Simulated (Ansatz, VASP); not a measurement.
One calculation of HfB, two programs

File INCAR:

```
SYSTEM = HfB
PREC     = Accurate       ! precision mode
ENCUT    = 520            ! plane-wave cutoff, eV
EDIFF    = 1E-6           ! SCF threshold, eV
ISMEAR   = 0              ! smearing method
SIGMA    = 0.15           ! smearing width, eV
LREAL    = .FALSE.        ! projectors in reciprocal space
LASPH    = .TRUE.         ! aspherical terms in the spheres
NELM     = 100            ! most SCF steps
ALGO     = Normal         ! electronic algorithm
ISIF     = 2              ! what is computed and relaxed
LWAVE    = .FALSE.        ! write WAVECAR
LCHARG   = .FALSE.        ! write CHGCAR
GGA      = PS             ! functional
NBANDS   = 14             ! bands
```

The input KPOINTS:

```
Automatic mesh
0
G
  16 16 16
  0 0 0
```

The input POSCAR:

```
HfB
1.0
    0.0000000000      2.3936993068      2.3936993068
    2.4494725006      0.0000000000      2.3936993068
    2.4494725006      2.3936993068      0.0000000000
Hf B
1 1
Direct
    0.4995230658      0.5004769342      0.5004769342
    0.0078748404     -0.0078748404     -0.0078748404
```

Input for Ansatz:

```yaml
crystal:
  lattice:
    - [0.0, 2.3936993068, 2.3936993068]
    - [2.4494725006, 0.0, 2.3936993068]
    - [2.4494725006, 2.3936993068, 0.0]
  atoms:
    - { symbol: Hf, position: [0.4995230658, 0.5004769342, 0.5004769342] }
    - { symbol: B, position: [0.0078748404, -0.0078748404, -0.0078748404] }
basis:
  ecutwfc: 520.0
kpoints:
  mp_grid: { grid: [16, 16, 16] }
hamiltonian:
  xc: pbesol
  pseudopotentials: { kind: paw }
scf:
  occupations: { method: gaussian, width: 0.15 }
output:
  forces: true
  stress: true
  eigenvalues: true
  write_density: true
  write_potential: true
  elf: true
  volumetric_format: npy
```

Change from the starting cell: mode 4 frozen in at -0.038 Å, normal strain along x +0.0233.

Alike in both runs: task single point; functional PBEsol; k mesh 16 × 16 × 16; occupations gaussian, width 0.15 eV; no spin polarisation.

```csv
,VASP,Ansatz
version,VASP 6.6.1,Ansatz 0.2.0
potentials or method,"VASP PAW PBE potentials, release 64 (Hf_pv, B), cutoff 520 eV","scalar-relativistic, plane waves, PAW"
valence electrons in the cell,13,29
```

```csv
,VASP,Ansatz,Ansatz less VASP
gap on the k mesh at the Fermi level (eV),none,none,-
pressure (GPa),-3.5,-3.7,-0.22
"traceless stress, the component that is largest in VASP (GPa)",-4.87,-4.81,+0.067
rms of the force components (eV/Å),0.152,0.152,+0.0001
```

VASP's potentials were made for PBE, not for PBEsol. Atom by atom the forces differ by 0.000 eV/Å (rms over components). A gap of «none» marks a metal or a gap that the smearing closes. VASP's potentials hold 13 valence electrons a cell and Ansatz's 29, so a difference there can come from the potentials and not from the codes.

Neither program's run includes spin-orbit coupling.
